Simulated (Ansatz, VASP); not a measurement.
**One calculation of LiCl, two programs**

Contents of INCAR:

```
SYSTEM = LiCl
PREC = Accurate
ENCUT = 520
EDIFF = 1E-6
ISMEAR = -1
SIGMA = 0.02
LREAL = .False.
LASPH = .True.
NELM = 80
ALGO = Normal
ISIF = 2
LWAVE = .False.
LCHARG = .False.
GGA = PE
NBANDS = 12
```

KPOINTS

```
Automatic mesh
0
Gamma
  8 8 8
  0 0 0
```

Contents of POSCAR:

```
LiCl
1.0
    0.0000000000      2.5560369947      2.5560369947
    2.5560369947      0.0000000000      2.5560369947
    2.5560369947      2.5560369947      0.0000000000
Li Cl
1 1
Direct
    0.0000000000      0.0000000000      0.0000000000
    0.5000000000      0.5000000000      0.5000000000
```

Input for Ansatz:

```yaml
crystal:
  lattice:
    - [0.0, 2.5560369947, 2.5560369947]
    - [2.5560369947, 0.0, 2.5560369947]
    - [2.5560369947, 2.5560369947, 0.0]
  atoms:
    - { symbol: Li, position: [0.0, 0.0, 0.0] }
    - { symbol: Cl, position: [0.5, 0.5, 0.5] }
kpoints:
  mp_grid: { grid: [8, 8, 8] }
  band_path:
    path:
      - [0.0, 0.0, 0.0]
      - [0.5, 0.0, 0.5]
      - [0.625, 0.25, 0.625]
      - [0.375, 0.375, 0.75]
      - [0.5, 0.5, 0.5]
      - [0.5, 0.25, 0.75]
      - [0.075, 0.075, 0.15]
    npoints: 1
hamiltonian:
  xc: pbe
scf:
  occupations: { method: fermi_dirac, width: 0.02 }
  n_extra_bands: 4
output:
  forces: true
  stress: true
  eigenvalues: true
```

Alike in both runs: task single point; functional PBE; k mesh 8 × 8 × 8; occupations fermi-dirac, width 0.02 eV; no spin polarisation.

```csv
,VASP,Ansatz
version,VASP 6.6.1,Ansatz 0.2.0
potentials or method,"VASP PAW PBE potentials, release 64 (Li_sv, Cl)","plane waves, PAW"
plane-wave cutoff (eV),520,420
valence electrons in the cell,10,10
```

|  | VASP | Ansatz | Ansatz less VASP |
| --- | --- | --- | --- |
| gap on the k mesh at the Fermi level (eV) | 6.40 | 6.39 | -0.013 |

Noted on VASP's run: the cutoff is short for stress, so the pressure is rough.
